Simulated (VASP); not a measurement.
A run of VASP 6.6.1 is set up as follows.

The input INCAR:

```
SYSTEM = Si3N4
PREC = Accurate
ENCUT = 520
EDIFF = 1E-6
ISMEAR = -1
SIGMA = 0.02
LREAL = .False.
LASPH = .True.
NELM = 60
ALGO = Normal
ISIF = 2
LWAVE = .False.
LCHARG = .False.
GGA = PE
NBANDS = 45
```

The input KPOINTS:

```
regular mesh
0
Gamma
  4 4 10
  0 0 0
```

POSCAR

```
Si3N4
1.0
    7.6044000000      0.0000000000      0.0000000000
   -3.8022000000      6.5856035805      0.0000000000
    0.0000000000      0.0000000000      2.9063000000
Si N
6 8
Direct
    0.7679797073      0.1740937654      0.2500000000
    0.5938859419      0.7679797073      0.7500000000
    0.8259062346      0.5938859419      0.2500000000
    0.2320202927      0.8259062346      0.7500000000
    0.4061140581      0.2320202927      0.2500000000
    0.1740937654      0.4061140581      0.7500000000
    0.0299692780      0.3298825528      0.2500000000
    0.7000867251      0.0299692780      0.7500000000
    0.6701174472      0.7000867251      0.2500000000
    0.9700307220      0.6701174472      0.7500000000
    0.2999132749      0.9700307220      0.2500000000
    0.3298825528      0.2999132749      0.7500000000
    0.6666666667      0.3333333333      0.2500000000
    0.3333333333      0.6666666667      0.7500000000
```

Potentials or basis: VASP PAW PBE potentials, release 64 (Si, N).

Launch:

```sh
$ cat potpaw_PBE.64/Si/POTCAR potpaw_PBE.64/N/POTCAR > POTCAR
$ mpirun -np 1 vasp_std > vasp.out
```

Task: What does it give for the largest force?

Result: 0.015 eV/Å.

Task: Predict the band gap on the k mesh.

Result: 4.33 eV, indirect (least direct gap 4.52 eV).

Task: What does it give for the pressure?

Result: 5.2 GPa.

Forces on the atoms (eV/Å):
```
Si  -0.012  0.001  0.000
Si  -0.006 -0.010  0.000
Si   0.005 -0.011  0.000
Si   0.012 -0.001  0.000
Si   0.006  0.010  0.000
Si  -0.005  0.011  0.000
N   -0.005 -0.014  0.000
N    0.010 -0.011  0.000
N    0.015  0.003  0.000
N    0.005  0.014  0.000
N   -0.010  0.011  0.000
N   -0.015 -0.003  0.000
N    0.000  0.000  0.000
N    0.000  0.000  0.000
```

A k mesh can miss the band edges. Expect the measured gap to be larger: semilocal functionals such as PBE lack the derivative discontinuity.
